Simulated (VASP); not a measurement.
BAs2:

```
B As
1.0
     4.48126    0.00000    0.00000
    -2.24063    3.88088    0.00000
     0.00000    0.00000    2.82378
B As
1 2
Cartesian
  0.0000 0.0000 0.0000
  0.0000 2.5873 1.4119
  2.2406 1.2936 1.4119
```

* Program: VASP 6.6.1
* Task: relaxation of cell and atoms
* Functional: PBE
* Potentials or basis: VASP PAW PBE potentials, release 64 (B, As_d)
* Cutoff: 600 eV
* k mesh: 6 × 6 × 6
* Occupations: gaussian, width 0.1 eV
* Spin: no spin polarisation

At the start: pressure 1.3 GPa; volume 16.37 Å³/atom.

Where does the relaxation end?

Over 6 steps the energy falls by 7.2 meV/atom and the volume is 16.62 Å³/atom (+1.6 %); space group P6/mmm (No. 191, to 0.05 Å).

The path:
```
step  energy change (eV)  largest force (eV/Å)  pressure (GPa)  volume (Å³)
   1              0.0000                0.0000            1.25        49.11
   2             -0.0123                0.0000           -0.10        50.02
   3             -0.0154                0.0000           -1.28        50.78
   4             -0.0185                0.0000           -1.03        50.60
   5             -0.0186                0.0000           -1.10        50.63
   6             -0.0216                0.0000           -0.11        49.87
```

Final structure:
```cif
data_structure
_symmetry_space_group_name_H-M 'P 1'
_symmetry_Int_Tables_number 1
_cell_length_a 4.5673
_cell_length_b 4.5673
_cell_length_c 2.7606
_cell_angle_alpha 90.000
_cell_angle_beta 90.000
_cell_angle_gamma 120.000
_cell_volume 49.87
loop_
_atom_site_label
_atom_site_type_symbol
_atom_site_fract_x
_atom_site_fract_y
_atom_site_fract_z
_atom_site_occupancy
B1 B 0.00000 0.00000 0.00000 1
As1 As 0.33333 0.66667 0.50000 1
As2 As 0.66667 0.33333 0.50000 1
```

Caveat: the k points lie up to 0.38 Å⁻¹ apart in the final cell.
